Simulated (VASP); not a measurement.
VCo, 2 atoms in the cell. The structure is cubic, space group Pm-3m (No. 221). The conventional cell has a = 2.890 Å, b = 2.890 Å, c = 2.890 Å, α = 90.00°, β = 90.00°, γ = 90.00°. Within 3.3 Å of V (site symmetry m-3m) lie 8 Co at 2.50 Å and 6 V at 2.89 Å. Within 3.3 Å of Co (site symmetry m-3m) lie 8 V at 2.50 Å and 6 Co at 2.89 Å. 

| Property | Result |
| --- | --- |
| Program | VASP 6.6.1 |
| Task | single point |
| Functional | LDA |
| Potentials or basis | VASP PAW LDA potentials, release 64 (V_sv, Co) |
| Cutoff | 520 eV |
| k mesh | 10 × 10 × 10 |
| Occupations | fermi-dirac, width 0.1 eV |
| Spin | collinear spin, ferromagnetic start |
| Starting moments | [1.5, 2.5] μB |
| Dipole correction | no |
| Further INCAR settings | ALGO = Normal; EDIFF = 1e-06; NBANDS = 22 |

Potentials or basis: VASP PAW LDA potentials, release 64 (V_sv, Co).

Run with:

```sh
$ cat potpaw_LDA.64/V_sv/POTCAR potpaw_LDA.64/Co/POTCAR > POTCAR
$ mpirun -np 1 vasp_std > vasp.out
```

Hardware: 1 thread of Intel(R) Xeon(R) 6975P-C (Granite Rapids), with other jobs on the host.

Estimate the wall time of this run.

It took 26 s on 1 thread of Intel(R) Xeon(R) 6975P-C (Granite Rapids) (shared host), peak memory 0.16 GiB. Counts: scf iterations 17, k points 56.
